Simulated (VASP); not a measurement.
# Si (Fd-3m) in VASP: further runs

Si is run at these levels: r2SCAN, PBE; tasks: dielectric tensor, G0W0 quasiparticle levels.

Program: VASP 6.6.1. These are calculated values, not measurements. Logs are shortened: lines on timing, memory, paths and dates and some standing lists are left out, and cuts for length are marked.

### 1 The cell of the first run

It takes space group Fd-3m (No. 227, cubic). Conventional cell: a = 5.444 Å, b = 5.444 Å, c = 5.444 Å, α = 90.00°, β = 90.00°, γ = 90.00°. Within 3.1 Å of Si (site symmetry -43m) lie 4 Si at 2.36 Å.

### 2 Dielectric tensor, r2SCAN

The input, INCAR:

```
SYSTEM = Si
ALGO = Normal
EDIFF = 1E-8
ENCUT = 520
ISIF = 2
ISMEAR = 0
LASPH = .True.
LCALCEPS = .True.
LCHARG = .False.
LMIXTAU = .True.
LREAL = .False.
LWAVE = .False.
METAGGA = R2SCAN
NELM = 60
PREC = Accurate
SIGMA = 0.01
```

The input, KPOINTS:

```
k-points
0
Gamma
  6 6 6
  0 0 0
```

The input, POSCAR:

```
Si
1.0
    0.0000000000      2.7221188733      2.7221188733
    2.7221188733      0.0000000000      2.7221188733
    2.7221188733      2.7221188733      0.0000000000
Si
2
Direct
    0.0000000000      0.0000000000      0.0000000000
    0.2500000000      0.2500000000      0.2500000000
```

Potentials or basis: VASP PAW PBE potentials, release 64 (Si).

Command:

```sh
> cat potpaw_PBE.64/Si/POTCAR > POTCAR
> mpirun -np 1 vasp_std > vasp.out
```

OUTCAR:

```text
SYSTEM = Si
   EDIFF = 1E-8
   ENCUT = 520
   ISIF = 2
   ISMEAR = 0
   LASPH = .True.
   LREAL = .False.
   METAGGA = R2SCAN
   NELM = 60
   PREC = Accurate

 ion  position               nearest neighbor table
   1  0.000  0.000  0.000-   2 2.36   2 2.36   2 2.36   2 2.36
   2  0.250  0.250  0.250-   1 2.36   1 2.36   1 2.36   1 2.36

  LATTYP: Found a face centered cubic cell.
 ALAT       =     5.4442377466

  Lattice vectors:

 A1 = (   0.0000000000,   2.7221188733,   2.7221188733)
 A2 = (   2.7221188733,   0.0000000000,   2.7221188733)
 A3 = (   2.7221188733,   2.7221188733,   0.0000000000)

Analysis of symmetry for initial positions (statically):
=====================================================================
 Subroutine PRICEL returns:
 Original cell was already a primitive cell.

 Routine SETGRP: Setting up the symmetry group for a
 face centered cubic supercell.

 Subroutine GETGRP returns: Found 48 space group operations
 (whereof 24 operations were pure point group operations)
 out of a pool of 48 trial point group operations.

The static configuration has the point symmetry T_d .
 The point group associated with its full space group is O_h .

Analysis of symmetry for dynamics (positions and initial velocities):
=====================================================================
 Subroutine PRICEL returns:
 Original cell was already a primitive cell.

 Routine SETGRP: Setting up the symmetry group for a
 face centered cubic supercell.

 Subroutine GETGRP returns: Found 48 space group operations
 (whereof 24 operations were pure point group operations)
 out of a pool of 48 trial point group operations.

The dynamic configuration has the point symmetry T_d .
 The point group associated with its full space group is O_h .

 Subroutine INISYM returns: Found 48 space group operations
 (whereof 24 operations are pure point group operations),
 and found     1 'primitive' translations

----------------------------------------------------------------------------------------

                                     Primitive cell

  volume of cell :      40.3414

  direct lattice vectors                    reciprocal lattice vectors
     0.000000000  2.722118873  2.722118873    -0.183680443  0.183680443  0.183680443
     2.722118873  0.000000000  2.722118873     0.183680443 -0.183680443  0.183680443
     2.722118873  2.722118873  0.000000000     0.183680443  0.183680443 -0.183680443

  length of vectors
     3.849657429  3.849657429  3.849657429     0.318143859  0.318143859  0.318143859

  position of ions in fractional coordinates (direct lattice)
     0.000000000  0.000000000  0.000000000
     0.250000000  0.250000000  0.250000000

  ion indices of the primitive-cell ions
   primitive index   ion index
                 1           1
                 2           2

----------------------------------------------------------------------------------------

 KPOINTS: k-points

Automatic generation of k-mesh.
 Grid dimensions read from file:
 generate k-points for:    6    6    6

 Generating k-lattice:

  Cartesian coordinates                     Fractional coordinates (reciprocal lattice)
    -0.030613407  0.030613407  0.030613407     0.166666667  0.000000000  0.000000000
     0.030613407 -0.030613407  0.030613407     0.000000000  0.166666667  0.000000000
     0.030613407  0.030613407 -0.030613407     0.000000000  0.000000000  0.166666667

  Length of vectors
     0.053023977  0.053023977  0.053023977

  Shift w.r.t. Gamma in fractional coordinates (k-lattice)
     0.000000000  0.000000000  0.000000000

 Subroutine IBZKPT returns following result:
 ===========================================

 Found     16 irreducible k-points:

 Following reciprocal coordinates:
            Coordinates               Weight
  0.000000  0.000000  0.000000      1.000000
  0.166667  0.000000  0.000000      8.000000
  0.333333  0.000000  0.000000      8.000000
  0.500000  0.000000  0.000000      4.000000
  0.166667  0.166667  0.000000      6.000000
  0.333333  0.166667  0.000000     24.000000
[... 8 lines left out ...]
 -0.333333  0.333333  0.166667     24.000000
 -0.333333  0.500000  0.166667     12.000000
   k-points           NKPTS =     16   k-points in BZ     NKDIM =     16   number of bands    NBANDS=      8
   number of dos      NEDOS =    301   number of ions     NIONS =      2
   total plane-waves  NPLWV =  27000
   dimension x,y,z NGX =    30 NGY =   30 NGZ =   30
   dimension x,y,z NGXF=    60 NGYF=   60 NGZF=   60
   ions per type =               2
   NGX,Y,Z   is equivalent  to a cutoff of  12.96, 12.96, 12.96 a.u.
   NGXF,Y,Z  is equivalent  to a cutoff of  25.91, 25.91, 25.91 a.u.
 SYSTEM =  Si
   PREC   = accura    normal or accurate (medium, high low for compatibility)
   ISTART =      0    job   : 0-new  1-cont  2-samecut
   ICHARG =      2    charge: 1-file 2-atom 10-const
   ISPIN  =      1    spin polarized calculation?
   LNONCOLLINEAR =      F non collinear calculations
   LSORBIT =      F    spin-orbit coupling
   LASPH  =      T    aspherical Exc in radial PAW
   ENCUT  =  520.0 eV  38.22 Ry    6.18 a.u.   7.16  7.16  7.16*2*pi/ulx,y,z
   NELM   =     60;   NELMIN=  2; NELMDL= -5     # of ELM steps
   EDIFF  = 0.1E-07   stopping-criterion for ELM
   LREAL  =      F    real-space projection
   EDIFFG = 0.1E-06   stopping-criterion for IOM
   NSW    =      0    number of steps for IOM
   IBRION =     -1    ionic relax: 0-MD 1-quasi-New 2-CG
   NFREE  =      0    steps in history (QN), initial steepest desc. (CG)
   ISIF   =      2    stress and relaxation
   ISYM   =      2    0-nonsym 1-usesym 2-fastsym
   POTIM  = 0.5000    time-step for ionic-motion
   TEBEG  =    0.0;   TEEND  =   0.0 temperature during run
   PSTRESS=    0.0 pullay stress
   NELECT =       8.0000    total number of electrons
   NUPDOWN=      -1.0000    fix difference up-down
   EMIN   =  10.00;   EMAX   =-10.00  energy-range for DOS
   EFERMI =   0.00;   METHOD = LEGACY
   ISMEAR =     0;   SIGMA  =   0.01  broadening in eV -4-tet -1-fermi 0-gaus
   EFERMI_NEDOS =   21; number of points for ismear=-14 and -15
   IALGO  =     38    algorithm
   IMIX   =      4    mixing-type and parameters
     AMIX     =   0.40;   BMIX     =  1.00
     AMIX_MAG =   1.60;   BMIX_MAG =  1.00
  volume/ion in A,a.u.               =      20.17       136.12
  Fermi-wavevector in a.u.,A,eV,Ry     =   0.954672  1.804069 12.400344  0.911400
  Thomas-Fermi vector in A             =   2.083440
   LORBIT       =      0    0 simple, 1 ext, 2 COOP (PROOUT), +10 PAW based schemes
   METAGGA = R2SCAN    functional components
   LHFCALC =     F    Hartree Fock is set to
   AEXX    =    0.0000 exact exchange contribution
   IVDW    =     0    specifies the selected vdW correction
   LEPSILON=     F    determine dielectric tensor
   LRPA    =     F    only Hartree local field effects (RPA)
   LRPA       =     F
 non-spin polarized calculation
 Gauss-broadening in eV      SIGMA  =   0.01
  energy-cutoff  :      520.00
  volume of cell :       40.34
 maximum number of plane-waves:      1106
 NGX is ok and might be reduce to    30
   NGX = 15   NGY = 15   NGZ = 15

 Total electronic dipole moment: p[elc]=(     0.00000    -0.00000    -0.00000 ) |e| Angst

 number of electron       8.0000001 magnetization

 Free energy of the ion-electron system (eV)
  ---------------------------------------------------
  ext. energy  EPLUGINS =         0.00000000
  ---------------------------------------------------
  free energy    TOTEN  =       -17.52908093 eV

  energy without entropy =      -17.52908093  energy(sigma->0) =      -17.52908093

 E-fermi :   5.7490     XC(G=0):  -9.8217

 val. band max:        5.6684747426   @ k =   0.0000   0.0000   0.0000
 cond. band min:   10000.0000000000   @ k =   0.0000   0.0000   0.0000
 fundamental gap:   9994.3315252574
 Fermi energy:         5.7490329596

 k-point     1 :       0.0000    0.0000    0.0000
  band No.  band energies     occupation
      1      -6.8051      2.00000
      2       5.6684      2.00000
      3       5.6684      2.00000
      4       5.6685      2.00000
      5   10000.0000      0.00000
      6   10000.0000      0.00000
      7   10000.0000      0.00000
      8   10000.0000      0.00000
[... 243 lines left out ...]
 k-point    24 :       0.0000    0.3333    0.1667
  band No.  band energies     occupation
      1      -5.4459      2.00000
      2       1.0806      2.00000
      3       3.6126      2.00000
      4       3.8374      2.00000
      5   10000.0000      0.00000
      6   10000.0000      0.00000
      7   10000.0000      0.00000
      8   10000.0000      0.00000

 [... further k-points ...]

------------------------ aborting loop because EDIFF is reached ----------------------------------------

            Ionic dipole moment: p[ion]=(     5.44424     5.44424     5.44424 ) |e| Angst

 Total electronic dipole moment: p[elc]=(     0.00007     0.00007     0.02278 ) |e| Angst

 MACROSCOPIC STATIC DIELECTRIC TENSOR (including local field effects)
 ------------------------------------------------------
          11.220223     0.000000    -0.000000
          -0.000000    11.220223     0.000000
           0.000000    -0.000000    11.220223
 ------------------------------------------------------

 PIEZOELECTRIC TENSOR (including local field effects) (e Angst)
          XX          YY          ZZ          XY          YZ          ZX
  --------------------------------------------------------------------------------
  x     0.00000     0.00000     0.00000     0.00000    -0.00000     0.00000
  y     0.00000     0.00000     0.00000    -0.00000     0.00000    -0.00000
  z     0.00000     0.00000     0.00000     0.00000     0.00000     0.00000

 PIEZOELECTRIC TENSOR (including local field effects) (C/m^2)
          XX          YY          ZZ          XY          YZ          ZX
  --------------------------------------------------------------------------------
  x     0.00000     0.00000     0.00000     0.00000    -0.00000     0.00000
  y     0.00000     0.00000     0.00000    -0.00000     0.00000    -0.00000
  z     0.00000     0.00000     0.00000     0.00000     0.00000     0.00000

 BORN EFFECTIVE CHARGES (including local field effects) (in |e|, cummulative output)
 ---------------------------------------------------------------------------------
 ion    1
    1     0.00000    -0.00000    -0.00000
    2     0.00000     0.00000    -0.00000
    3     0.00000     0.00000     0.00000
 ion    2
    1    -0.00000     0.00000    -0.00000
    2     0.00000    -0.00000    -0.00000
    3     0.00000     0.00000    -0.00000

  FORCE on cell =-STRESS in cart. coord.  units (eV):
  Direction    XX          YY          ZZ          XY          YZ          ZX
  --------------------------------------------------------------------------------------
  -------------------------------------------------------------------------------------
  Total       -0.0432658     -0.0432658     -0.0432658      0.0000000      0.0000000     -0.0000000
  in kB       -1.7183219     -1.7183219     -1.7183219      0.0000000      0.0000000     -0.0000000
  external PRESSURE =      -1.7183219 kB  Pullay stress =       0.0000000 kB

 VOLUME and BASIS-vectors are now :
 -----------------------------------------------------------------------------
  energy-cutoff  :      520.00
  volume of cell :       40.34
      direct lattice vectors                 reciprocal lattice vectors
     0.000000000  2.722118873  2.722118873    -0.183680443  0.183680443  0.183680443
     2.722118873  0.000000000  2.722118873     0.183680443 -0.183680443  0.183680443
     2.722118873  2.722118873  0.000000000     0.183680443  0.183680443 -0.183680443

 POSITION                                       TOTAL-FORCE (eV/Angst)
 -----------------------------------------------------------------------------------
      0.00000      0.00000      0.00000         0.000000     -0.000000      0.000000
      1.36106      1.36106      1.36106        -0.000000      0.000000     -0.000000
 -----------------------------------------------------------------------------------
    total drift:                               -0.000000     -0.000000     -0.000000

  FREE ENERGIE OF THE ION-ELECTRON SYSTEM (eV)
  ---------------------------------------------------
  free  energy   TOTEN  =       -17.5290809286 eV

  energy  without entropy=      -17.5290809286  energy(sigma->0) =      -17.52908093
```

Wall time 9.5 min (1 thread of Intel Xeon 6975P-C (Granite Rapids), shared host); peak memory 0.24 GiB.

What came out:

```
Band gap on the k mesh                  : 0.93 eV, indirect (least direct gap 2.75 eV)
Electronic dielectric tensor (diagonal) : 11.22
Born charges (mean of the diagonal)     : Si +0.00 e
```

Electronic dielectric tensor:
```
11.22  0.00  0.00
 0.00 11.22  0.00
 0.00  0.00 11.22
```

Born effective charge tensors (e):
atom 1, Si
```
0.00 0.00 0.00
0.00 0.00 0.00
0.00 0.00 0.00
```
atom 2, Si
```
0.00 0.00 0.00
0.00 0.00 0.00
0.00 0.00 0.00
```

Dipole moments of the cell (e·Å, modulo the quantum): ionic 5.444, 5.444, 5.444; electronic 0.000, 0.000, 0.023

Caveat: the PAW data sets were made with another functional, which shifts forces and pressure a little.

(Continued in part 2 of 2.)
